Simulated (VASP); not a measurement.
Set up this calculation in VASP 6.6.1, as the native input.

```yaml
Task: single point
Functional: PBE
Potentials_or_basis: VASP PAW PBE potentials, release 64 (La, Si, O)
Cutoff: 520 eV
k_mesh: 4 × 4 × 6
Occupations: gaussian, width 0.1 eV
Spin: no spin polarisation
Dipole_correction: no
Further_INCAR_settings: ALGO = Normal; EDIFF = 1e-07; NBANDS = 18
```

The structure of LaSiO lies in POSCAR:

```
LaSiO
1.0
    4.1956183513      0.0000000000      0.0000000000
    0.0000000000      4.1956183513      0.0000000000
    0.0000000000      0.0000000000      3.7781177444
La Si O
1 1 1
Direct
    0.5000000000      0.5000000000      0.0000000000
    0.0000000000      0.0000000000      0.0000000000
    0.0000000000      0.0000000000      0.5000000000
```

The cell was generated, and may not be a known phase.

One way to write it, as run:

INCAR

```
PREC = Accurate
ENCUT = 520
EDIFF = 1E-7
ISMEAR = 0
SIGMA = 0.1
LREAL = F
LASPH = T
NELM = 100
ALGO = Normal
ISIF = 2
LWAVE = F
LCHARG = F
GGA = PE
NBANDS = 18
```

KPOINTS

```
regular mesh
0
Gamma
  4 4 6
```

Potentials or basis: VASP PAW PBE potentials, release 64 (La, Si, O).

The run is started by

```bash
$ cat potpaw_PBE.64/La/POTCAR potpaw_PBE.64/Si/POTCAR potpaw_PBE.64/O/POTCAR > POTCAR
$ mpirun -np 1 vasp_std > vasp.out
```

Results of the run:

```yaml
Pressure: 0.1 GPa
Band_gap_on_the_k_mesh: zero (an odd number of electrons rules out a gap without spin polarisation)
```

Caveat: the k points lie up to 0.37 Å⁻¹ apart, too coarse for converged energies and pressures of a metal; spin-orbit coupling is left out, which moves the levels of the heavy elements; an odd number of electrons without spin polarisation forces a metal; a magnetic or distorted state may lie lower.

It took 14 s on 1 thread of Intel(R) Xeon(R) 6975P-C (Granite Rapids), on a shared host, peak memory 0.2 GiB.
